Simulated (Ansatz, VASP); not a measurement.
**One calculation of Ba3Si, two programs**

INCAR

```
PREC     = Accurate       # precision mode
ENCUT    = 520            # plane-wave cutoff, eV
EDIFF    = 1E-7           # SCF threshold, eV
ISMEAR   = 0              # smearing method
SIGMA    = 0.05           # smearing width, eV
LREAL    = F              # projectors in reciprocal space
LASPH    = T              # aspherical terms in the spheres
NELM     = 100            # most SCF steps
ALGO     = Normal         # electronic algorithm
ISIF     = 2              # what is computed and relaxed
LWAVE    = F              # write WAVECAR
LCHARG   = F              # write CHGCAR
GGA      = PE             # functional
NBANDS   = 25             # bands
```

KPOINTS

```
Automatic mesh
0
Gamma
  6 6 6
```

File POSCAR:

```
Ba3Si
1.0
    5.5571314749      0.0000000000      0.0000000000
    0.0000000000      5.5571314749      0.0000000000
    0.0000000000      0.0000000000      5.5571314749
Ba Si
3 1
Direct
    0.0000000000      0.5000000000      0.5000000000
    0.5000000000      0.5000000000      0.0000000000
    0.5000000000      0.0000000000      0.5000000000
    0.0000000000      0.0000000000      0.0000000000
```

Input for Ansatz:

```yaml
crystal:
  lattice:
    - [5.5571314749, 0.0, 0.0]
    - [0.0, 5.5571314749, 0.0]
    - [0.0, 0.0, 5.5571314749]
  atoms:
    - { symbol: Ba, position: [0.0, 0.5, 0.5] }
    - { symbol: Ba, position: [0.5, 0.5, 0.0] }
    - { symbol: Ba, position: [0.5, 0.0, 0.5] }
    - { symbol: Si, position: [0.0, 0.0, 0.0] }
basis:
  ecutwfc: 420
  ecutrho_ratio: 4
kpoints:
  mp_grid: { grid: [6, 6, 6] }
hamiltonian:
  xc: pbe
scf:
  occupations: { method: gaussian, width: 0.05 }
output:
  forces: true
  stress: true
  eigenvalues: true
```

Alike in both runs: task single point; functional PBE; k mesh 6 × 6 × 6; occupations gaussian, width 0.05 eV; no spin polarisation.

|  | VASP | Ansatz |
| --- | --- | --- |
| version | VASP 6.6.1 | Ansatz 0.2.0 |
| potentials or method | VASP PAW PBE potentials, release 64 (Ba_sv, Si), cutoff 520 eV | scalar-relativistic, plane waves, PAW |
| valence electrons in the cell | 34 | 34 |

Ansatz gave:

* gap on the k mesh at the Fermi level (eV): none
* pressure (GPa): -1.4

**Question.** Estimate VASP's values.

**Answer.** gap on the k mesh at the Fermi level (eV): none; pressure (GPa): -1.1.

A gap of «none» marks a metal or a gap that the smearing closes.

Spin-orbit coupling is off throughout.
